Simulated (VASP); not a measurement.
# Si (C2/m) in VASP: single point with PBE

Aim: the single point of Si with PBE.

All numbers are computed with VASP 6.6.1; they aren't measurements. Logs are shortened: lines on timing, memory, paths and dates and some standing lists are left out, and cuts for length are marked.

**1. The cell of the first run**

Symmetry: C2/m, No. 12, monoclinic system. Conventional cell: a = 13.829 Å, b = 3.846 Å, c = 6.333 Å, α = 90.00°, β = 96.77°, γ = 90.00°. Within 3.1 Å of Si (site symmetry m) lie 4 Si at 2.34 to 2.38 Å. Si (site symmetry m) has 4 Si at 2.38 to 2.41 Å within 3.1 Å. Si (site symmetry m) has 4 Si at 2.32 to 2.34 Å within 3.1 Å. Si (site symmetry m) has 4 Si at 2.32 to 2.41 Å within 3.1 Å.

**2. Single point, PBE**

INCAR

```
PREC = Accurate
ENCUT = 520
EDIFF = 1E-7
ISMEAR = 0
SIGMA = 0.05
LREAL = F
LASPH = T
NELM = 60
ALGO = Normal
ISIF = 2
LWAVE = F
LCHARG = F
GGA = PE
NBANDS = 26
```

KPOINTS

```
regular mesh
0
Gamma
  10 6 10
```

POSCAR

```
Si
1.0
    0.0000000000      3.8459308300      0.0000000000
   -0.7468658507      0.0000000000      6.2888139324
    6.9142654484     -1.9229654150      0.0000000000
Si
8
Direct
    0.0555293600      0.8739635100      0.1110587200
    0.9444706400      0.1260364900      0.8889412800
    0.5589993500      0.6533954400      0.1179987000
    0.4410006500      0.3466045600      0.8820013000
    0.2127426600      0.0573078100      0.4254853200
    0.7872573400      0.9426921900      0.5745146800
    0.7271093300      0.5855776500      0.4542186600
    0.2728906700      0.4144223500      0.5457813400
```

Potentials or basis: VASP PAW PBE potentials, release 64 (Si).

Started as:

```bash
> cat potpaw_PBE.64/Si/POTCAR > POTCAR
> mpirun -np 1 vasp_std > vasp.out
```

OUTCAR:

```text
PREC = Accurate
   ENCUT = 520
   EDIFF = 1E-7
   ISMEAR = 0
   LREAL = F
   LASPH = T
   NELM = 60
   ISIF = 2
   GGA = PE

 ion  position               nearest neighbor table
   1  0.056  0.874  0.111-   5 2.34   2 2.34   3 2.38   3 2.38
   2  0.944  0.126  0.889-   6 2.34   1 2.34   4 2.38   4 2.38
   3  0.559  0.653  0.118-   1 2.38   1 2.38   4 2.39   7 2.41
   4  0.441  0.347  0.882-   2 2.38   2 2.38   3 2.39   8 2.41
   5  0.213  0.057  0.425-   8 2.32   6 2.34   6 2.34   1 2.34
   6  0.787  0.943  0.575-   7 2.32   5 2.34   5 2.34   2 2.34
   7  0.727  0.586  0.454-   6 2.32   8 2.33   8 2.33   3 2.41
   8  0.273  0.414  0.546-   5 2.32   7 2.33   7 2.33   4 2.41

  LATTYP: Found a base centered monoclinic cell.
 ALAT       =    13.8285308968
 B/A-ratio  =     0.2781156479
 C/A-ratio  =     0.4579667908
 COS(beta)  =    -0.1179322465

  Lattice vectors:

 A1 = (   6.9142654484,  -1.9229654150,   0.0000000000)
 A2 = (   6.9142654484,   1.9229654150,   0.0000000000)
 A3 = (  -0.7468658507,   0.0000000000,   6.2888139324)

Analysis of symmetry for initial positions (statically):
=====================================================================
 Subroutine PRICEL returns:
 Original cell was already a primitive cell.

 Routine SETGRP: Setting up the symmetry group for a
 base centered monoclinic supercell.

 Subroutine GETGRP returns: Found  4 space group operations
 (whereof  4 operations were pure point group operations)
 out of a pool of  4 trial point group operations.

The static configuration has the point symmetry C_2h.

Analysis of symmetry for dynamics (positions and initial velocities):
=====================================================================
 Subroutine PRICEL returns:
 Original cell was already a primitive cell.

 Routine SETGRP: Setting up the symmetry group for a
 base centered monoclinic supercell.

 Subroutine GETGRP returns: Found  4 space group operations
 (whereof  4 operations were pure point group operations)
 out of a pool of  4 trial point group operations.

The dynamic configuration has the point symmetry C_2h.

 Subroutine INISYM returns: Found  4 space group operations
 (whereof  4 operations are pure point group operations),
 and found     1 'primitive' translations

----------------------------------------------------------------------------------------

                                     Primitive cell

  volume of cell :     167.2308

  direct lattice vectors                    reciprocal lattice vectors
     0.000000000  3.845930830  0.000000000     0.072314262  0.260015077  0.008588114
    -0.746865851  0.000000000  6.288813932     0.000000000  0.000000000  0.159012496
     6.914265448 -1.922965415  0.000000000     0.144628523  0.000000000  0.017176228

  length of vectors
     3.845930830  6.333007917  7.176688838     0.270020274  0.159012496  0.145644885

  position of ions in fractional coordinates (direct lattice)
     0.055529360  0.873963510  0.111058720
     0.944470640  0.126036490  0.888941280
     0.558999350  0.653395440  0.117998700
     0.441000650  0.346604560  0.882001300
     0.212742660  0.057307810  0.425485320
     0.787257340  0.942692190  0.574514680
     0.727109330  0.585577650  0.454218660
     0.272890670  0.414422350  0.545781340

  ion indices of the primitive-cell ions
   primitive index   ion index
                 1           1
                 2           2
                 3           3
                 4           4
                 5           5
                 6           6
                 7           7
                 8           8

----------------------------------------------------------------------------------------

 KPOINTS: regular mesh

Automatic generation of k-mesh.
 Grid dimensions read from file:
 generate k-points for:   10    6   10

 Generating k-lattice:

  Cartesian coordinates                     Fractional coordinates (reciprocal lattice)
     0.007231426  0.026001508  0.000858811     0.100000000  0.000000000 -0.000000000
     0.000000000  0.000000000  0.026502083     0.000000000  0.166666667  0.000000000
     0.014462852  0.000000000  0.001717623     0.000000000  0.000000000  0.100000000

  Length of vectors
     0.027002027  0.026502083  0.014564488

  Shift w.r.t. Gamma in fractional coordinates (k-lattice)
     0.000000000  0.000000000  0.000000000

 Subroutine IBZKPT returns following result:
 ===========================================

 Found    172 irreducible k-points:

 Following reciprocal coordinates:
            Coordinates               Weight
  0.000000  0.000000  0.000000      1.000000
  0.100000  0.000000 -0.000000      4.000000
  0.200000  0.000000 -0.000000      4.000000
  0.300000 -0.000000 -0.000000      4.000000
  0.400000  0.000000 -0.000000      4.000000
  0.500000 -0.000000 -0.000000      2.000000
[... 16 lines left out ...]
 -0.400000  0.333333  0.000000      4.000000
 -0.300000  0.333333  0.000000      4.000000
 [... further k-points ...]
   k-points           NKPTS =    172   k-points in BZ     NKDIM =    172   number of bands    NBANDS=     26
   number of dos      NEDOS =    301   number of ions     NIONS =      8
   total plane-waves  NPLWV =  77760
   dimension x,y,z NGX =    30 NGY =   48 NGZ =   54
   dimension x,y,z NGXF=    60 NGYF=   96 NGZF=  108
   ions per type =               8
   NGX,Y,Z   is equivalent  to a cutoff of  12.97, 12.60, 12.51 a.u.
   NGXF,Y,Z  is equivalent  to a cutoff of  25.94, 25.20, 25.02 a.u.
 SYSTEM =  unknown system
   PREC   = accura    normal or accurate (medium, high low for compatibility)
   ISTART =      0    job   : 0-new  1-cont  2-samecut
   ICHARG =      2    charge: 1-file 2-atom 10-const
   ISPIN  =      1    spin polarized calculation?
   LNONCOLLINEAR =      F non collinear calculations
   LSORBIT =      F    spin-orbit coupling
   LASPH  =      T    aspherical Exc in radial PAW
   ENCUT  =  520.0 eV  38.22 Ry    6.18 a.u.   7.15 11.78 13.34*2*pi/ulx,y,z
   NELM   =     60;   NELMIN=  2; NELMDL= -5     # of ELM steps
   EDIFF  = 0.1E-06   stopping-criterion for ELM
   LREAL  =      F    real-space projection
   EDIFFG = 0.1E-05   stopping-criterion for IOM
   NSW    =      0    number of steps for IOM
   IBRION =     -1    ionic relax: 0-MD 1-quasi-New 2-CG
   NFREE  =      0    steps in history (QN), initial steepest desc. (CG)
   ISIF   =      2    stress and relaxation
   ISYM   =      2    0-nonsym 1-usesym 2-fastsym
   POTIM  = 0.5000    time-step for ionic-motion
   TEBEG  =    0.0;   TEEND  =   0.0 temperature during run
   PSTRESS=    0.0 pullay stress
   NELECT =      32.0000    total number of electrons
   NUPDOWN=      -1.0000    fix difference up-down
   EMIN   =  10.00;   EMAX   =-10.00  energy-range for DOS
   EFERMI =   0.00;   METHOD = LEGACY
   ISMEAR =     0;   SIGMA  =   0.05  broadening in eV -4-tet -1-fermi 0-gaus
   EFERMI_NEDOS =   21; number of points for ismear=-14 and -15
   IALGO  =     38    algorithm
   IMIX   =      4    mixing-type and parameters
     AMIX     =   0.40;   BMIX     =  1.00
     AMIX_MAG =   1.60;   BMIX_MAG =  1.00
  volume/ion in A,a.u.               =      20.90       141.07
  Fermi-wavevector in a.u.,A,eV,Ry     =   0.943379  1.782727 12.108687  0.889963
  Thomas-Fermi vector in A             =   2.071080
   LORBIT       =      0    0 simple, 1 ext, 2 COOP (PROOUT), +10 PAW based schemes
   GGA     = PE    functional components
   LHFCALC =     F    Hartree Fock is set to
   AEXX    =    0.0000 exact exchange contribution
   IVDW    =     0    specifies the selected vdW correction
   LEPSILON=     F    determine dielectric tensor
   LRPA    =     F    only Hartree local field effects (RPA)
 non-spin polarized calculation
 Gauss-broadening in eV      SIGMA  =   0.05
  energy-cutoff  :      520.00
  volume of cell :      167.23
 maximum number of plane-waves:      4524
 NGX is ok and might be reduce to    30
   NGX = 15   NGY = 23   NGZ = 27

 number of electron      32.0000000 magnetization

 Free energy of the ion-electron system (eV)
  ---------------------------------------------------
  ext. energy  EPLUGINS =         0.00000000
  ---------------------------------------------------
  free energy    TOTEN  =       -42.83474993 eV

  energy without entropy =      -42.83474986  energy(sigma->0) =      -42.83474990

 E-fermi :   5.7351     XC(G=0):  -9.1550

 val. band max:        5.5998122970   @ k =   0.0000   0.0000   0.0000
 cond. band min:       5.8704324720   @ k =   0.0000   0.5000   0.5000
 fundamental gap:      0.2706201751
 Fermi energy:         5.7351118937

 k-point     1 :       0.0000    0.0000    0.0000
  band No.  band energies     occupation
      1      -6.5786      2.00000
      2      -4.3366      2.00000
      3      -4.1148      2.00000
      4      -3.5605      2.00000
      5      -1.7043      2.00000
      6      -1.1800      2.00000
[... 18 lines left out ...]
     25       9.1595      0.00000
     26       9.2165      0.00000

 k-point     2 :       0.1000    0.0000   -0.0000
  band No.  band energies     occupation
      1      -6.4852      2.00000
      2      -4.3523      2.00000
      3      -3.9322      2.00000
      4      -3.4791      2.00000
      5      -1.7840      2.00000
      6      -1.1504      2.00000
[... 18 lines left out ...]
     25       9.2874      0.00000
     26       9.6304      0.00000

 k-point     3 :       0.2000    0.0000   -0.0000
  band No.  band energies     occupation
      1      -6.2072      2.00000
      2      -4.2636      2.00000
      3      -3.5418      2.00000
      4      -3.2415      2.00000
      5      -2.0512      2.00000
      6      -1.1450      2.00000
[... 18 lines left out ...]
     25       9.5436      0.00000
     26       9.7744      0.00000

 k-point     4 :       0.3000   -0.0000   -0.0000
  band No.  band energies     occupation
      1      -5.7517      2.00000
      2      -4.0228      2.00000
      3      -3.1995      2.00000
      4      -2.8169      2.00000
      5      -2.5090      2.00000
      6      -1.2729      2.00000
[... 18 lines left out ...]
     25       9.7402      0.00000
     26      10.5493      0.00000

 k-point     5 :       0.4000    0.0000   -0.0000
  band No.  band energies     occupation
      1      -5.1345      2.00000
      2      -3.6559      2.00000
      3      -3.5946      2.00000
      4      -2.7871      2.00000
      5      -2.1268      2.00000
      6      -1.2826      2.00000
[... 18 lines left out ...]
     25      10.2663      0.00000
     26      10.7570      0.00000

 k-point     6 :       0.5000   -0.0000   -0.0000
  band No.  band energies     occupation
      1      -4.4006      2.00000
      2      -4.3773      2.00000
      3      -3.2813      2.00000
      4      -3.0646      2.00000
      5      -1.5626      2.00000
      6      -1.0577      2.00000
[... 427 lines left out ...]
 k-point    21 :       0.4000    0.3333   -0.0000
  band No.  band energies     occupation
      1      -4.8020      2.00000
      2      -4.2189      2.00000
      3      -3.5633      2.00000
      4      -2.4386      2.00000
      5      -2.0790      2.00000
      6      -1.6147      2.00000
[... 18 lines left out ...]
     25       9.3227      0.00000
     26      10.1649      0.00000

 k-point    22 :       0.5000    0.3333   -0.0000
  band No.  band energies     occupation
      1      -4.3569      2.00000
      2      -4.0811      2.00000
      3      -3.5655      2.00000
      4      -2.7944      2.00000
      5      -2.0999      2.00000
      6      -1.2964      2.00000
[... 18 lines left out ...]
     25       9.4004      0.00000
     26      10.3347      0.00000

 k-point    23 :      -0.4000    0.3333    0.0000
  band No.  band energies     occupation
      1      -4.9225      2.00000
      2      -3.9401      2.00000
      3      -3.4319      2.00000
      4      -2.8732      2.00000
      5      -2.2352      2.00000
      6      -1.4276      2.00000
[... 18 lines left out ...]
     25       9.9738      0.00000
     26      10.4161      0.00000

 k-point    24 :      -0.3000    0.3333    0.0000
  band No.  band energies     occupation
      1      -5.4812      2.00000
      2      -4.4380      2.00000
      3      -3.2749      2.00000
      4      -3.1940      2.00000
      5      -2.0477      2.00000
      6      -1.1196      2.00000
[... 18 lines left out ...]
     25       9.9601      0.00000
     26      10.6947      0.00000

 [... further k-points ...]
[... 5 lines left out ...]
  --------------------------------------------------------------------------------------
  -------------------------------------------------------------------------------------
  Total        1.3122096      1.3712499      1.4353057      0.0000000      0.0000000     -0.0113692
  in kB       12.5718019     13.1374454     13.7511404      0.0000000      0.0000000     -0.1089244
  external PRESSURE =      13.1534626 kB  Pullay stress =       0.0000000 kB

 VOLUME and BASIS-vectors are now :
 -----------------------------------------------------------------------------
  energy-cutoff  :      520.00
  volume of cell :      167.23
      direct lattice vectors                 reciprocal lattice vectors
     0.000000000  3.845930830  0.000000000     0.072314262  0.260015077  0.008588114
    -0.746865851  0.000000000  6.288813932     0.000000000  0.000000000  0.159012496
     6.914265448 -1.922965415  0.000000000     0.144628523  0.000000000  0.017176228

 POSITION                                       TOTAL-FORCE (eV/Angst)
 -----------------------------------------------------------------------------------
      0.11516      0.00000      5.49619        -0.010674      0.000000     -0.018329
      6.05224      1.92297      0.79262         0.010674     -0.000000      0.018329
      0.32788      1.92297      4.10908         0.017308      0.000000      0.008118
      5.83952      0.00000      2.17973        -0.017308     -0.000000     -0.008118
      2.89912      0.00000      0.36040        -0.014714     -0.000000     -0.012880
      3.26828      1.92297      5.92842         0.014714      0.000000      0.012880
      2.70324      1.92297      3.68259        -0.029085     -0.000000     -0.006312
      3.46416      0.00000      2.60623         0.029085      0.000000      0.006312
 -----------------------------------------------------------------------------------
    total drift:                                0.000000      0.000000     -0.000000

  FREE ENERGIE OF THE ION-ELECTRON SYSTEM (eV)
  ---------------------------------------------------
  free  energy   TOTEN  =       -42.8347499269 eV

  energy  without entropy=      -42.8347498648  energy(sigma->0) =      -42.83474990
```

Wall time 6.4 min (1 thread of Intel Xeon 6975P-C (Granite Rapids), shared host); peak memory 0.59 GiB.

What came out:

| Item | Value |
| --- | --- |
| Free energy | -42.8347 eV |
| Pressure | 1.3 GPa |
| Largest force | 0.030 eV/Å |
| Band gap on the k mesh | 0.27 eV, indirect (least direct gap 0.53 eV) |

Forces on the atoms (eV/Å):
```
Si  -0.011  0.000 -0.018
Si   0.011  0.000  0.018
Si   0.017  0.000  0.008
Si  -0.017  0.000 -0.008
Si  -0.015  0.000 -0.013
Si   0.015  0.000  0.013
Si  -0.029  0.000 -0.006
Si   0.029  0.000  0.006
```

Stress tensor (GPa, compression positive):
```
 1.26  0.00 -0.01
 0.00  1.31  0.00
-0.01  0.00  1.38
```

Levels at points of the mesh, in eV from the valence-band top:
| k point | band 14 | band 15 | band 16 | band 17 | band 18 | band 19 |
| --- | --- | --- | --- | --- | --- | --- |
| (0.00, 0.00, 0.00) | -0.76 | -0.37 | 0.00 | 0.53 | 1.50 | 1.66 |
| (0.50, 0.00, 0.00) | -2.80 | -2.22 | -1.91 | 0.82 | 1.52 | 1.86 |
| (0.00, 0.50, 0.00) | -1.32 | -1.05 | -0.96 | 0.90 | 1.26 | 1.79 |
| (0.50, 0.50, 0.00) | -1.97 | -1.76 | -1.46 | 0.98 | 1.36 | 1.54 |
| (0.00, 0.00, 0.50) | -1.13 | -0.78 | -0.41 | 0.37 | 1.19 | 2.14 |
| (0.00, 0.50, 0.50) | -1.52 | -1.16 | -0.79 | 0.27 | 1.24 | 1.33 |
